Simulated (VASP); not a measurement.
Input of a VASP 6.6.1 run:

POSCAR

```
GdAg
1.0
    3.6530000000      0.0000000000      0.0000000000
    0.0000000000      3.6530000000      0.0000000000
    0.0000000000      0.0000000000      3.6530000000
Gd Ag
1 1
Direct
    0.5000000000      0.5000000000      0.5000000000
    0.0000000000      0.0000000000      0.0000000000
```

Contents of INCAR.step1:

```
SYSTEM = GdAg
PREC = Accurate
ENCUT = 520
ISMEAR = -1
SIGMA = 0.15
LREAL = .False.
LASPH = .True.
NELM = 150
ISPIN = 2
MAGMOM = 4.9 0
LMAXMIX = 6
NBANDS = 26
GGA = PE
ALGO = Normal
EDIFF = 1E-4
LWAVE = .True.
LCHARG = .False.
```

The input INCAR.step2:

```
SYSTEM = GdAg
PREC = Accurate
ENCUT = 520
EDIFF = 1E-6
ISMEAR = -1
SIGMA = 0.15
LREAL = .False.
LASPH = .True.
NELM = 150
ALGO = Normal
ISIF = 2
LWAVE = .False.
LCHARG = .True.
ISPIN = 2
MAGMOM = 4.9 0
LORBIT = 11
LMAXMIX = 6
METAGGA = R2SCAN
LMIXTAU = .True.
LELF = .True.
LVHAR = .True.
NBANDS = 26
ISTART = 1
```

KPOINTS

```
regular mesh
0
Gamma
  5 5 5
  0 0 0
```

Potentials or basis: VASP PAW PBE potentials, release 64 (Gd, Ag).

Command:

```bash
$ cat potpaw_PBE.64/Gd/POTCAR potpaw_PBE.64/Ag/POTCAR > POTCAR
$ cp INCAR.step1 INCAR
$ mpirun -np 1 vasp_std > vasp.out
$ cp INCAR.step2 INCAR
$ mpirun -np 1 vasp_std > vasp.out
```

(1) Estimate the net moment.

(2) What does it give for the pressure?

(3) What does it give for the site moments?

## Answers

(1) 7.44 μB per cell.

(2) 0.2 GPa.

(3) Gd +6.91; Ag +0.00 μB.

Caveat: the PAW data sets were made with another functional, which shifts forces and pressure a little.
